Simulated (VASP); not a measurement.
Set up this calculation in VASP 6.6.1, as the native input.

- Task: relaxation of cell and atoms
- Functional: PBEsol
- Potentials or basis: VASP PAW PBE potentials, release 64 (K_sv, Zn, F)
- Cutoff: 600 eV
- k mesh: 6 × 6 × 6
- Occupations: fermi-dirac, width 0.02 eV
- Spin: no spin polarisation
- Dipole correction: no
- Further INCAR settings: ALGO = Normal; EDIFF = 1e-06; IBRION = 2; EDIFFG = -0.005; NSW = 80; ISIF = 3

The structure of KZnF3 lies in POSCAR:

```
KZnF3
1.0
    4.1275598757      0.0000000000      0.0000000000
    0.0000000000      4.1275598757      0.0000000000
    0.0000000000      0.0000000000      4.1275598757
K Zn F
1 1 3
Direct
    0.0000000000      0.0000000000      0.0000000000
    0.5000000000      0.5000000000      0.5000000000
    0.5000000000      0.5000000000      0.0000000000
    0.0000000000      0.5000000000      0.5000000000
    0.5000000000      0.0000000000      0.5000000000
```

One way to write it, as run:

INCAR

```
ALGO = Normal ; EDIFF = 1E-6
EDIFFG = -0.005 ; ENCUT = 600
GGA = PS ; IBRION = 2
ISIF = 3 ; ISMEAR = -1
LASPH = T ; LCHARG = F
LREAL = F ; LWAVE = F
NELM = 80 ; NSW = 80
PREC = Accurate ; SIGMA = 0.02
```

KPOINTS

```
k-points
0
Gamma
  6 6 6
```

Potentials or basis: VASP PAW PBE potentials, release 64 (K_sv, Zn, F).

Command:

```sh
$ cat potpaw_PBE.64/K_sv/POTCAR potpaw_PBE.64/Zn/POTCAR potpaw_PBE.64/F/POTCAR > POTCAR
$ mpirun -np 1 vasp_std > vasp.out
```

It gave:

```
Relaxed volume                         : 13.35 Å³/atom
Relaxed cell                           : a = 4.056 Å, b = 4.056 Å, c = 4.056 Å, α = 90.00°, β = 90.00°, γ = 90.00°
Space group after relaxing (to 0.05 Å) : Pm-3m (No. 221)
Energy gained by relaxing              : 8.7 meV/atom
Ionic steps                            : 3
Pressure after relaxing                : 0.0 GPa
Band gap on the k mesh                 : 3.63 eV, indirect (least direct gap 5.46 eV)
```

Caveat: the PAW data sets were made with another functional, which shifts forces and pressure a little.

It took 52 s on 1 thread of Intel(R) Xeon(R) 6975P-C (Granite Rapids), with other jobs on the host, peak memory 0.23 GiB.
